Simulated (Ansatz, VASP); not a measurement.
## GaSb: VASP beside Ansatz

```
CELL_PARAMETERS angstrom
0.00000 3.05900 3.05900
3.05900 0.00000 3.05900
3.05900 3.05900 0.00000
ATOMIC_POSITIONS crystal
Sb 0.75000 0.75000 0.75000
Ga 0.00000 0.00000 0.00000
```

Alike in both runs: task band structure; functional PBE; k mesh 8 × 8 × 8; occupations fermi-dirac, width 0.05 eV; no spin polarisation.

```csv
,VASP,Ansatz
version,VASP 6.6.1,Ansatz 0.2.0
potentials or method,"VASP PAW PBE potentials, release 64 (Sb, Ga_h)",Ansatz PAW
plane-wave cutoff (eV),900,420
valence electrons in the cell,18,28
```

```tsv
	VASP	Ansatz	Ansatz less VASP
gap on the k mesh at the Fermi level (eV)	none	none	-
pressure (GPa)	2.3	2.3	+0.04
```

A gap of «none» marks a metal or a gap that the smearing closes. With one functional, cell and mesh, what is left measures potentials, basis and numerics. VASP's potentials hold 18 valence electrons a cell and Ansatz's 28, so a difference there can come from the potentials and not from the codes.

Spin-orbit coupling is off throughout.
